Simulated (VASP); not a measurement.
# CuO in VASP: a series of runs

Aim: see how the results for CuO move with the level of theory and the settings. Levels: r2SCAN+D3(BJ), PBE. Tasks: single point.

Everything below comes from runs of VASP 6.6.1. Logs are shortened: lines on timing, memory, paths and dates and some standing lists are left out, and cuts for length are marked.

## Step 1: The cell of the first run

The typed cell holds 4 atoms: a = 2.878 Å, b = 2.878 Å, c = 5.119 Å, α = 89.98°, β = 89.98°, γ = 89.89°.

## Step 2: Single point, r2SCAN+D3(BJ)

File POSCAR:

```
CuO
1.0
    2.0306339948     -2.0330056905      0.1601445206
    2.0306339948      2.0330056905      0.1601445206
   -0.3997312658      0.0000000000      5.1038587718
Cu O
2 2
Direct
    0.4942545899     -0.0057520239      0.5018502880
   -0.0057520239      0.4942545899      0.0018502880
    0.4944070476      0.4940903864      0.7518497120
    0.4940903864      0.4944070476      0.2518497120
```

File INCAR.step1:

```
SYSTEM = CuO
  PREC = Accurate
  ENCUT = 770
  ISMEAR = -1
  SIGMA = 0.05
  LREAL = .False.
  LASPH = .True.
  NELM = 120
  NBANDS = 33
  GGA = PE
  ALGO = Normal
  EDIFF = 1E-5
  LWAVE = .True.
  LCHARG = .False.
  GGA_COMPAT = .False.
```

File INCAR.step2:

```
SYSTEM = CuO
  PREC = Accurate
  ENCUT = 770
  EDIFF = 1E-6
  ISMEAR = -1
  SIGMA = 0.05
  LREAL = .False.
  LASPH = .True.
  NELM = 120
  ALGO = Normal
  ISIF = 2
  LWAVE = .False.
  LCHARG = .True.
  METAGGA = R2SCAN
  LMIXTAU = .True.
  IVDW = 12
  VDW_S6 = 1.0
  VDW_S8 = 0.78981345
  VDW_A1 = 0.49484001
  VDW_A2 = 5.73083694
  LELF = .True.
  LVHAR = .True.
  NBANDS = 33
  ISTART = 1
  GGA_COMPAT = .False.
```

File KPOINTS:

```
regular mesh
0
Gamma
  10 10 5
  0 0 0
```

Potentials or basis: VASP PAW PBE potentials, release 64 (Cu_sv_GW, O).

Started as:

```
$ cat potpaw_PBE.64/Cu_sv_GW/POTCAR potpaw_PBE.64/O/POTCAR > POTCAR
$ cp INCAR.step1 INCAR
$ mpirun -np 1 vasp_std > vasp.out
$ cp INCAR.step2 INCAR
$ mpirun -np 1 vasp_std > vasp.out
```

OUTCAR:

```text
SYSTEM = CuO
   PREC = Accurate
   ENCUT = 770
   EDIFF = 1E-6
   ISMEAR = -1
   LREAL = .False.
   LASPH = .True.
   NELM = 120
   ISIF = 2
   METAGGA = R2SCAN
   IVDW = 12
   ISTART = 1
 IVDW          = 12

 ion  position               nearest neighbor table
   1  0.494  0.994  0.502-   3 1.93   4 1.93   3 1.93   4 1.93
   2  0.994  0.494  0.002-   4 1.93   3 1.93   4 1.93   3 1.93
   3  0.494  0.494  0.752-   1 1.93   2 1.93   1 1.93   2 1.93
   4  0.494  0.494  0.252-   2 1.93   1 1.93   2 1.93   1 1.93

  LATTYP: Found a base centered monoclinic cell.
 ALAT       =     4.0738780975
 B/A-ratio  =     0.9980689858
 C/A-ratio  =     1.2566620992
 COS(beta)  =    -0.0005415298

  Lattice vectors:

 A1 = (  -2.0306339948,   2.0330056905,  -0.1601445206)
 A2 = (  -2.0306339948,  -2.0330056905,  -0.1601445206)
 A3 = (  -0.3997312658,   0.0000000000,   5.1038587718)

Analysis of symmetry for initial positions (statically):
=====================================================================
 Subroutine PRICEL returns:
 Original cell was already a primitive cell.

 Routine SETGRP: Setting up the symmetry group for a
 base centered monoclinic supercell.

 Subroutine GETGRP returns: Found  2 space group operations
 (whereof  1 operations were pure point group operations)
 out of a pool of  4 trial point group operations.

The static configuration has the point symmetry C_1 .
 The point group associated with its full space group is C_1h.

Analysis of symmetry for dynamics (positions and initial velocities):
=====================================================================
 Subroutine PRICEL returns:
 Original cell was already a primitive cell.

 Routine SETGRP: Setting up the symmetry group for a
 base centered monoclinic supercell.

 Subroutine GETGRP returns: Found  2 space group operations
 (whereof  1 operations were pure point group operations)
 out of a pool of  4 trial point group operations.

The dynamic configuration has the point symmetry C_1 .
 The point group associated with its full space group is C_1h.

 Subroutine INISYM returns: Found  2 space group operations
 (whereof  1 operations are pure point group operations),
 and found     1 'primitive' translations

----------------------------------------------------------------------------------------

                                     Primitive cell

  volume of cell :      42.4007

  direct lattice vectors                    reciprocal lattice vectors
     2.030633995 -2.033005691  0.160144521     0.244716998 -0.245941269  0.019166094
     2.030633995  2.033005691  0.160144521     0.244716998  0.245941269  0.019166094
    -0.399731266  0.000000000  5.103858772    -0.015357042  0.000000000  0.194727432

  length of vectors
     2.877886868  2.877886868  5.119488202     0.347477850  0.347477850  0.195332054

  position of ions in fractional coordinates (direct lattice)
     0.494254590  0.994247976  0.501850288
     0.994247976  0.494254590  0.001850288
     0.494407048  0.494090386  0.751849712
     0.494090386  0.494407048  0.251849712

  ion indices of the primitive-cell ions
   primitive index   ion index
                 1           1
                 2           2
                 3           3
                 4           4

----------------------------------------------------------------------------------------

 KPOINTS: regular mesh

Automatic generation of k-mesh.
 Grid dimensions read from file:
 generate k-points for:   10   10    5

 Generating k-lattice:

  Cartesian coordinates                     Fractional coordinates (reciprocal lattice)
     0.024471700 -0.024594127  0.001916609     0.100000000 -0.000000000  0.000000000
     0.024471700  0.024594127  0.001916609    -0.000000000  0.100000000  0.000000000
    -0.003071408  0.000000000  0.038945486     0.000000000  0.000000000  0.200000000

  Length of vectors
     0.034747785  0.034747785  0.039066411

  Shift w.r.t. Gamma in fractional coordinates (k-lattice)
     0.000000000  0.000000000  0.000000000

 Subroutine IBZKPT returns following result:
 ===========================================

 Found    141 irreducible k-points:

 Following reciprocal coordinates:
            Coordinates               Weight
  0.000000  0.000000  0.000000      1.000000
  0.100000 -0.000000  0.000000      4.000000
  0.200000 -0.000000  0.000000      4.000000
  0.300000 -0.000000  0.000000      4.000000
  0.400000 -0.000000  0.000000      4.000000
  0.500000 -0.000000  0.000000      2.000000
[... 16 lines left out ...]
  0.300000  0.300000  0.000000      2.000000
  0.400000  0.300000  0.000000      4.000000
 [... further k-points ...]
   k-points           NKPTS =    141   k-points in BZ     NKDIM =    141   number of bands    NBANDS=     33
   number of dos      NEDOS =    301   number of ions     NIONS =      4
   total plane-waves  NPLWV =  37632
   dimension x,y,z NGX =    28 NGY =   28 NGZ =   48
   dimension x,y,z NGXF=    56 NGYF=   56 NGZF=   96
   ions per type =               2   2
   NGX,Y,Z   is equivalent  to a cutoff of  16.17, 16.17, 15.59 a.u.
   NGXF,Y,Z  is equivalent  to a cutoff of  32.35, 32.35, 31.17 a.u.
 SYSTEM =  CuO
   PREC   = accura    normal or accurate (medium, high low for compatibility)
   ISTART =      1    job   : 0-new  1-cont  2-samecut
   ICHARG =      0    charge: 1-file 2-atom 10-const
   ISPIN  =      1    spin polarized calculation?
   LNONCOLLINEAR =      F non collinear calculations
   LSORBIT =      F    spin-orbit coupling
   LASPH  =      T    aspherical Exc in radial PAW
   ENCUT  =  770.0 eV  56.59 Ry    7.52 a.u.   6.51  6.51 11.58*2*pi/ulx,y,z
   NELM   =    120;   NELMIN=  2; NELMDL=  0     # of ELM steps
   EDIFF  = 0.1E-05   stopping-criterion for ELM
   LREAL  =      F    real-space projection
   EDIFFG = 0.1E-04   stopping-criterion for IOM
   NSW    =      0    number of steps for IOM
   IBRION =     -1    ionic relax: 0-MD 1-quasi-New 2-CG
   NFREE  =      0    steps in history (QN), initial steepest desc. (CG)
   ISIF   =      2    stress and relaxation
   ISYM   =      2    0-nonsym 1-usesym 2-fastsym
   POTIM  = 0.5000    time-step for ionic-motion
   TEBEG  =    0.0;   TEEND  =   0.0 temperature during run
   PSTRESS=    0.0 pullay stress
   NELECT =      50.0000    total number of electrons
   NUPDOWN=      -1.0000    fix difference up-down
   EMIN   =  10.00;   EMAX   =-10.00  energy-range for DOS
   EFERMI =   0.00;   METHOD = LEGACY
   ISMEAR =    -1;   SIGMA  =   0.05  broadening in eV -4-tet -1-fermi 0-gaus
   EFERMI_NEDOS =   21; number of points for ismear=-14 and -15
   IALGO  =     38    algorithm
   IMIX   =      4    mixing-type and parameters
     AMIX     =   0.40;   BMIX     =  1.00
     AMIX_MAG =   1.60;   BMIX_MAG =  1.00
  volume/ion in A,a.u.               =      10.60        71.53
  Fermi-wavevector in a.u.,A,eV,Ry     =   1.729579  3.268431 40.701071  2.991444
  Thomas-Fermi vector in A             =   2.804298
   LORBIT       =      0    0 simple, 1 ext, 2 COOP (PROOUT), +10 PAW based schemes
   METAGGA = R2SCAN    functional components
   LHFCALC =     F    Hartree Fock is set to
   AEXX    =    0.0000 exact exchange contribution
   IVDW    =    12    specifies the selected vdW correction
   LEPSILON=     F    determine dielectric tensor
   LRPA    =     F    only Hartree local field effects (RPA)
 non-spin polarized calculation
  energy-cutoff  :      770.00
  volume of cell :       42.40
 maximum number of plane-waves:      2095
 NGX is ok and might be reduce to    28
   NGX = 13   NGY = 13   NGZ = 23

 number of electron      49.9999990 magnetization

 Free energy of the ion-electron system (eV)
  ---------------------------------------------------
  ext. energy  EPLUGINS =         0.00000000
  ---------------------------------------------------
  free energy    TOTEN  =       -36.72754011 eV

  energy without entropy =      -36.70666958  energy(sigma->0) =      -36.71710484

 E-fermi :   5.2873     XC(G=0): -12.6649

 val. band max:        5.2869607710   @ k =   0.5000   0.4000   0.4000
 cond. band min:       5.2931354804   @ k =   0.5000   0.5000   0.4000
 fundamental gap:      0.0061747094
 Fermi energy:         5.2872795597

 k-point     1 :       0.0000    0.0000    0.0000
  band No.  band energies     occupation
      1    -111.5141      2.00000
      2    -111.5140      2.00000
      3     -67.4579      2.00000
      4     -67.4579      2.00000
      5     -67.4304      2.00000
      6     -67.4230      2.00000
[... 25 lines left out ...]
     32      20.7176      0.00000
     33      21.0606      0.00000

 k-point     2 :       0.1000   -0.0000    0.0000
  band No.  band energies     occupation
      1    -111.5139      2.00000
      2    -111.5135      2.00000
      3     -67.4588      2.00000
      4     -67.4575      2.00000
      5     -67.4297      2.00000
      6     -67.4233      2.00000
[... 25 lines left out ...]
     32      20.9071      0.00000
     33      21.1780      0.00000

 k-point     3 :       0.2000   -0.0000    0.0000
  band No.  band energies     occupation
      1    -111.5137      2.00000
      2    -111.5133      2.00000
      3     -67.4622      2.00000
      4     -67.4574      2.00000
      5     -67.4288      2.00000
      6     -67.4234      2.00000
[... 25 lines left out ...]
     32      21.1346      0.00000
     33      21.4779      0.00000

 k-point     4 :       0.3000   -0.0000    0.0000
  band No.  band energies     occupation
      1    -111.5135      2.00000
      2    -111.5130      2.00000
      3     -67.4669      2.00000
      4     -67.4570      2.00000
      5     -67.4276      2.00000
      6     -67.4239      2.00000
[... 25 lines left out ...]
     32      20.5356      0.00000
     33      21.3203      0.00000

 k-point     5 :       0.4000   -0.0000    0.0000
  band No.  band energies     occupation
      1    -111.5132      2.00000
      2    -111.5130      2.00000
      3     -67.4707      2.00000
      4     -67.4568      2.00000
      5     -67.4265      2.00000
      6     -67.4243      2.00000
[... 604 lines left out ...]
 k-point    22 :      -0.2000    0.2000    0.0000
  band No.  band energies     occupation
      1    -111.5133      2.00000
      2    -111.5129      2.00000
      3     -67.4629      2.00000
      4     -67.4614      2.00000
      5     -67.4275      2.00000
      6     -67.4234      2.00000
[... 25 lines left out ...]
     32      18.0272      0.00000
     33      21.7606      0.00000

 k-point    23 :       0.3000    0.3000    0.0000
  band No.  band energies     occupation
      1    -111.5128      2.00000
      2    -111.5126      2.00000
      3     -67.4674      2.00000
      4     -67.4653      2.00000
      5     -67.4260      2.00000
      6     -67.4237      2.00000
[... 25 lines left out ...]
     32      17.9156      0.00000
     33      20.8386      0.00000

 k-point    24 :       0.4000    0.3000    0.0000
  band No.  band energies     occupation
      1    -111.5125      2.00000
      2    -111.5124      2.00000
      3     -67.4703      2.00000
      4     -67.4657      2.00000
      5     -67.4251      2.00000
      6     -67.4237      2.00000
[... 25 lines left out ...]
     32      18.2017      0.00000
     33      19.6737      0.00000

 [... further k-points ...]

------------------------ aborting loop because EDIFF is reached ----------------------------------------

 Edisp (eV)   -0.51050

 E8    (eV) :    -0.1501

  FORCE on cell =-STRESS in cart. coord.  units (eV):
  Direction    XX          YY          ZZ          XY          YZ          ZX
  --------------------------------------------------------------------------------------
  -------------------------------------------------------------------------------------
  Total      -0.51714    -0.51470    -0.51848     0.00000     0.00000    -0.00059
  in kB     -19.54094   -19.44886   -19.59152     0.00000     0.00000    -0.02235
  external pressure =      -19.53 kB  Pullay stress =        0.00 kB

 VOLUME and BASIS-vectors are now :
 -----------------------------------------------------------------------------
  energy-cutoff  :      770.00
  volume of cell :       42.40
      direct lattice vectors                 reciprocal lattice vectors
     2.030633995 -2.033005691  0.160144521     0.244716998 -0.245941269  0.019166094
     2.030633995  2.033005691  0.160144521     0.244716998  0.245941269  0.019166094
    -0.399731266  0.000000000  5.103858772    -0.015357042  0.000000000  0.194727432

 POSITION                                       TOTAL-FORCE (eV/Angst)
 -----------------------------------------------------------------------------------
      2.82200      1.01649      2.79975         0.002238      0.013053      0.001699
      3.02186     -1.01649      0.24782         0.002238     -0.013053      0.001699
      1.70674     -0.00064      3.99564        -0.002238     -0.001650     -0.001699
      1.90660      0.00064      1.44371        -0.002238      0.001650     -0.001699
 -----------------------------------------------------------------------------------
    total drift:                                0.010738     -0.000000      0.008585

  FREE ENERGIE OF THE ION-ELECTRON SYSTEM (eV)
  ---------------------------------------------------
  free  energy   TOTEN  =       -37.2380447635 eV

  energy  without entropy=      -37.2171742346  energy(sigma->0) =      -37.22760950
```

Run time: 14 min. Hardware: 1 thread of Intel Xeon Platinum 8488C (Sapphire Rapids), shared host; peak memory 0.46 GiB.

What came out:

- Free energy: -37.2380 eV
- Pressure: -2.0 GPa
- Largest force: 0.013 eV/Å
- Band gap on the k mesh: zero (bands 25 and 26 overlap by 0.96 eV)
- Dispersion energy per atom: -0.128 eV

Forces on the atoms (eV/Å):
```
Cu   0.002  0.013  0.002
Cu   0.002 -0.013  0.002
O   -0.002 -0.002 -0.002
O   -0.002  0.002 -0.002
```

Caveat: the PAW data sets were made with another functional, which shifts forces and pressure a little; semilocal functionals often make such compounds metallic where correlation or magnetic order opens a gap, which also shifts bond lengths. With open d or f shells a metallic result of r2SCAN can be an artefact of self-interaction; +U or a hybrid may open a gap.

(Continued in part 2 of 2.)

The gap in the log of VASP goes by the Fermi energy; the results here count the filled bands.